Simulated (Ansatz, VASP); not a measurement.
## One calculation of In2BiP, two programs

Contents of INCAR:

```
PREC     = Accurate       # precision mode
ENCUT    = 520            # plane-wave cutoff, eV
EDIFF    = 1E-6           # SCF threshold, eV
ISMEAR   = -1             # smearing method
SIGMA    = 0.02           # smearing width, eV
LREAL    = False          # projectors in reciprocal space
LASPH    = True           # aspherical terms in the spheres
NELM     = 80             # most SCF steps
ALGO     = Normal         # electronic algorithm
ISIF     = 2              # what is computed and relaxed
LWAVE    = False          # write WAVECAR
LCHARG   = False          # write CHGCAR
GGA      = PE             # functional
NBANDS   = 31             # bands
```

Contents of KPOINTS:

```
Automatic mesh
0
Gamma
  6 6 4
```

POSCAR

```
In2BiP
1.0
    4.4637667414      0.0000000000      0.0000000000
    0.0000000000      4.4637667414      0.0000000000
    0.0000000000      0.0000000000      6.3845452081
P In Bi
1 2 1
Direct
    0.0000000000      0.0000000000      0.0000000000
    0.0000000000      0.5000000000      0.7820975152
    0.5000000000      0.0000000000      0.2179024848
    0.5000000000      0.5000000000      0.5000000000
```

Input for Ansatz:

```yaml
crystal:
  lattice:
    - [4.4637667414, 0.0, 0.0]
    - [0.0, 4.4637667414, 0.0]
    - [0.0, 0.0, 6.3845452081]
  atoms:
    - { symbol: P, position: [0.0, 0.0, 0.0] }
    - { symbol: In, position: [0.0, 0.5, 0.7820975152] }
    - { symbol: Bi, position: [0.5, 0.5, 0.5] }
    - { symbol: In, position: [0.5, 0.0, 0.2179024848] }
kpoints:
  mp_grid: { grid: [6, 6, 4] }
hamiltonian:
  xc: pbe
scf:
  occupations: { method: fermi_dirac, width: 0.02 }
  n_extra_bands: 5
output:
  forces: true
  stress: true
  eigenvalues: true
```

Alike in both runs: task single point; functional PBE; k mesh 6 × 6 × 4; occupations fermi-dirac, width 0.02 eV; no spin polarisation.

```csv
,VASP,Ansatz
version,VASP 6.6.1,Ansatz 0.2.0
potentials or method,"VASP PAW PBE potentials, release 64 (P, In_d, Bi_d)","plane waves, PAW"
plane-wave cutoff (eV),520,420
valence electrons in the cell,46,46
```

Ansatz gave:

```
pressure (GPa)                     : 1.3
rms of the force components (eV/Å) : 0.009
```

Question: What did VASP give for the same quantities?

Answer: Pressure (GPa): 1.3; rms of the force components (eV/Å): 0.008.

Neither program's run includes spin-orbit coupling.
